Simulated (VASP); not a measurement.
Here is a VASP 6.6.1 calculation.

The input INCAR:

```
SYSTEM = Ni
PREC     = Accurate       ! precision mode
ENCUT    = 520            ! plane-wave cutoff, eV
EDIFF    = 1E-7           ! SCF threshold, eV
ISMEAR   = -1             ! smearing method
SIGMA    = 0.05           ! smearing width, eV
LREAL    = .FALSE.        ! projectors in reciprocal space
LASPH    = .TRUE.         ! aspherical terms in the spheres
NELM     = 150            ! most SCF steps
ALGO     = Normal         ! electronic algorithm
ISIF     = 2              ! what is computed and relaxed
LWAVE    = .FALSE.        ! write WAVECAR
LCHARG   = .FALSE.        ! write CHGCAR
ISPIN    = 2              ! spin polarisation
MAGMOM   = 0.8 -0.8       ! initial moments
LORBIT   = 11             ! projections on sites
LMAXMIX  = 4              ! l up to which the mixer works
GGA      = PE             ! functional
NBANDS   = 21             ! bands
```

The input KPOINTS:

```
Automatic mesh
0
G
  13 13 9
  0 0 0
```

File POSCAR:

```
Ni
1.0
    2.4835174238      0.0000000000      0.0000000000
    0.0000000000      2.4835174238      0.0000000000
    0.0000000000      0.0000000000      3.5125072995
Ni
2
Direct
    0.0000000000      0.0000000000      0.0000000000
    0.5000000000      0.5000000000      0.5000000000
```

Potentials or basis: VASP PAW PBE potentials, release 64 (Ni).

Launch:

```bash
$ cat potpaw_PBE.64/Ni/POTCAR > POTCAR
$ mpirun -np 1 vasp_std > vasp.out
```

**Question.** What does it give for the pressure?

**Answer.** 0.0 GPa.

**Question.** Estimate the band gap on the k mesh.

**Answer.** Zero (filled and empty bands overlap).

**Question.** Predict the net moment.

**Answer.** 0.00 μB per cell.

Stress tensor (GPa, compression positive):
```
-0.03  0.00  0.00
 0.00 -0.03  0.00
 0.00  0.00  0.04
```
